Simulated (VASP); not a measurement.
Runs of VASP 6.6.1 on Te4W. The structure is that of space group R-3m (No. 166), or close to it. The cells are those of the table. The cell was built from a structure type or drawn by symmetry, and may not be a known phase.

```tsv
task	cell	k mesh	cutoff (eV)	gap on the mesh (eV)	pressure (GPa)	relaxed volume (Å³/atom)
relaxation of cell and atoms	relaxed from a = 5.927 Å, angles 63.3°, 5 atoms	3 × 3 × 3	600	none	0.1	(a)
single point	a = 5.927 Å, angles 63.3°, 5 atoms	3 × 3 × 3	520	none	4.9	-
single point	a = 6.592 Å, angles 55.4°, 5 atoms	3 × 3 × 3	520	none	0.0	-
single point	a = 6.574 Å, angles 55.1°, 5 atoms	6 × 6 × 6	520	none	-0.1	-
relaxation of cell and atoms	relaxed from a = 6.592 Å, angles 55.4°, 5 atoms	6 × 6 × 6	600	none	0.0	35.58
```

Alike in all rows: level PBE; potentials or basis VASP PAW PBE potentials, release 64 (Te, W_sv); no spin polarisation; smearing gaussian 0.1 eV.

Task: Estimate the missing entries.

Result: (a) 36.16.

Caveats: some runs use coarse meshes; spin-orbit coupling is left out, which moves the levels of the heavy elements.

A k mesh can miss the band edges, and the runs leave out spin-orbit coupling on Te, W.

A gap of «none» marks levels without a gap at the run's occupations.
